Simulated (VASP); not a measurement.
**Al: single point with PBEsol**

Slab: Al, a slab with vacuum.

```
Al
1.0
     2.83945    0.00000    0.00000
     0.00000    4.01559    0.00000
     0.00000    0.00000   27.77752
Al
10
Direct
  0.50000 0.50000 0.27000
  0.00000 0.00000 0.32111
  0.50000 0.50000 0.37222
  0.00000 0.00000 0.42333
  0.50000 0.50000 0.47444
  0.00000 0.00000 0.52556
  0.50000 0.50000 0.57667
  0.00000 0.00000 0.62778
  0.50000 0.50000 0.67889
  0.00000 0.00000 0.73000
```

```yaml
Program: VASP 6.6.1
Task: single point
Functional: PBEsol
Potentials_or_basis: VASP PAW PBE potentials, release 64 (Al)
Cutoff: 520 eV
k_mesh: 12 × 9 × 1
Occupations: gaussian, width 0.1 eV
Spin: no spin polarisation
Dipole_correction: yes
Further_INCAR_settings: ALGO = Fast; EDIFF = 1e-06; NBANDS = 26
```

The largest force is 0.204 eV/Å and the band gap on the k mesh is zero (band 15 reaches 3.58 eV, above the bottom of band 16 at 0.52 eV).

Forces on the atoms (eV/Å):
```
Al   0.000  0.000  0.165
Al   0.000  0.000 -0.204
Al   0.000  0.000  0.048
Al   0.000  0.000 -0.128
Al   0.000  0.000 -0.101
Al   0.000  0.000  0.101
Al   0.000  0.000  0.128
Al   0.000  0.000 -0.048
Al   0.000  0.000  0.204
Al   0.000  0.000 -0.165
```

Levels at points of the mesh, in eV from the Fermi level:
```tsv
k point	band 10	band 11	band 12	band 13	band 14	band 15	band 16	band 17	band 18	band 19
(0.00, 0.00, 0.00)	-2.28	-1.59	-1.44	-0.93	-0.56	-0.52	-0.10	0.80	1.14	1.30
(0.50, 0.00, 0.00)	-2.91	-1.11	-1.11	0.46	0.46	1.38	1.38	1.85	1.85	2.17
```

It took 9.8 min on 1 thread of AMD EPYC 7R43 64-Core Processor (Zen 3), with other jobs on the host, peak memory 0.43 GiB.

Caveat: the PAW data sets were made with another functional, which shifts forces and pressure a little.
